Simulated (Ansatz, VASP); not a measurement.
## One calculation of CuI, two programs

The input INCAR:

```
PREC     = Accurate       # precision mode
ENCUT    = 520            # plane-wave cutoff, eV
EDIFF    = 1E-6           # SCF threshold, eV
ISMEAR   = -1             # smearing method
SIGMA    = 0.02           # smearing width, eV
LREAL    = F              # projectors in reciprocal space
LASPH    = T              # aspherical terms in the spheres
NELM     = 100            # most SCF steps
ALGO     = Normal         # electronic algorithm
ISIF     = 2              # what is computed and relaxed
LWAVE    = F              # write WAVECAR
LCHARG   = F              # write CHGCAR
GGA      = PE             # functional
NBANDS   = 16             # bands
```

Contents of KPOINTS:

```
Automatic mesh
0
Gamma
  8 8 8
```

File POSCAR:

```
CuI
1.0
    0.0000000000      3.0120290779      3.1626305317
    3.0120290779      0.0000000000      3.1626305317
    3.0120290779      3.0120290779      0.0000000000
Cu I
1 1
Direct
    0.0000000000      0.0000000000      0.0000000000
    0.2500000000      0.2500000000      0.2500000000
```

Input for Ansatz:

```yaml
crystal:
  lattice:
    - [0.0, 3.0120290779, 3.1626305317]
    - [3.0120290779, 0.0, 3.1626305317]
    - [3.0120290779, 3.0120290779, 0.0]
  atoms:
    - { symbol: Cu, position: [0.0, 0.0, 0.0] }
    - { symbol: I, position: [0.25, 0.25, 0.25] }
kpoints:
  mp_grid: { grid: [8, 8, 8] }
  band_path:
    path:
      - [0.0, 0.0, 0.0]
      - [-0.5, -0.5, 0.0]
      - [-0.375, -0.375, 0.25]
      - [-0.375, 0.0, 0.375]
      - [0.0, 0.0, 0.5]
      - [-0.5, -0.25, 0.25]
    npoints: 1
hamiltonian:
  xc: pbe
scf:
  occupations: { method: fermi_dirac, width: 0.02 }
  n_extra_bands: 4
output:
  forces: true
  stress: true
  eigenvalues: true
```

Change from the starting cell: uniaxial_z strain +5.0%.

Alike in both runs: task single point; functional PBE; k mesh 8 × 8 × 8; occupations fermi-dirac, width 0.02 eV; no spin polarisation.

|  | VASP | Ansatz |
| --- | --- | --- |
| version | VASP 6.6.1 | Ansatz 0.2.0 |
| potentials or method | VASP PAW PBE potentials, release 64 (Cu, I) | plane waves, PAW |
| plane-wave cutoff (eV) | 520 | 420 |
| valence electrons in the cell | 18 | 36 |

Ansatz gave:

* gap on the k mesh at the Fermi level (eV): 1.02
* pressure (GPa): -0.8
* traceless stress, the component that is largest in VASP (GPa): -0.62

Problem. Estimate VASP's values.

Solution. gap on the k mesh at the Fermi level (eV): 1.04; pressure (GPa): -0.7; traceless stress, the component that is largest in VASP (GPa): -0.62.

The functional is the same, so the differences come from potentials, cutoffs and numerics. VASP's potentials hold 18 valence electrons a cell and Ansatz's 36, so a difference there can come from the potentials and not from the codes.

Spin-orbit coupling is off throughout.
